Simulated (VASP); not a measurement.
Crystal: ZnS.

```
CELL_PARAMETERS angstrom
3.81100 0.00000 0.00000
-1.90550 3.30042 0.00000
0.00000 0.00000 6.23400
ATOMIC_POSITIONS crystal
Zn 0.33333 0.66667 0.00000
Zn 0.66667 0.33333 0.50000
S 0.33333 0.66667 0.38500
S 0.66667 0.33333 0.88500
```

| Quantity | Value |
| --- | --- |
| Program | VASP 6.6.1 |
| Task | relaxation of cell and atoms |
| Functional | PBEsol |
| Potentials or basis | VASP PAW PBE potentials, release 64 (Zn, S) |
| Cutoff | 600 eV |
| k mesh | 10 × 10 × 6 |
| Occupations | fermi-dirac, width 0.08 eV |
| Spin | no spin polarisation |

At the start: pressure -1.1 GPa; volume 19.60 Å³/atom.

Task: Where does the relaxation end?

Result: Over 20 steps the energy falls by 6.5 meV/atom and the volume is 19.27 Å³/atom (-1.7 %); space group P6_3mc (No. 186, to 0.1 Å) before and after.

The path:
```tsv
step	energy change (eV)	largest force (eV/Å)	pressure (GPa)	volume (Å³)
1	0.0000	0.3085	-1.10	78.41
2	-0.0199	0.1198	0.24	76.89
3	-0.0200	0.0994	0.34	76.76
4	-0.0232	0.0459	0.04	77.05
5	-0.0244	0.0016	-0.20	77.29
6	-0.0245	0.0169	-0.25	77.38
7	-0.0258	0.0102	0.03	77.12
8	-0.0258	0.0080	-0.08	77.14
9	-0.0258	0.0083	-0.03	77.14
10	-0.0258	0.0007	0.06	77.08
11	-0.0259	0.0030	-0.03	77.09
12	-0.0258	0.0014	0.02	77.08
13	-0.0258	0.0037	-0.01	77.08
14	-0.0259	0.0002	0.01	77.08
15	-0.0258	0.0051	-0.01	77.08
16	-0.0258	0.0013	0.00	77.08
17	-0.0259	0.0002	0.01	77.08
18	-0.0259	0.0002	0.02	77.08
19	-0.0259	0.0004	0.02	77.08
20	-0.0259	0.0005	0.00	77.09
```

Final structure:
```xyz
4
Lattice="3.7853 0.0000 0.0000 -1.8927 3.2782 0.0000 0.0000 0.0000 6.2123" Properties=species:S:1:pos:R:3 pbc="T T T"
Zn    0.0000    2.1855    0.0336
Zn    1.8927    1.0927    3.1398
S     0.0000    2.1855    2.3581
S     1.8927    1.0927    5.4643
```

Caveat: the PAW data sets were made with another functional, which shifts forces and pressure a little.
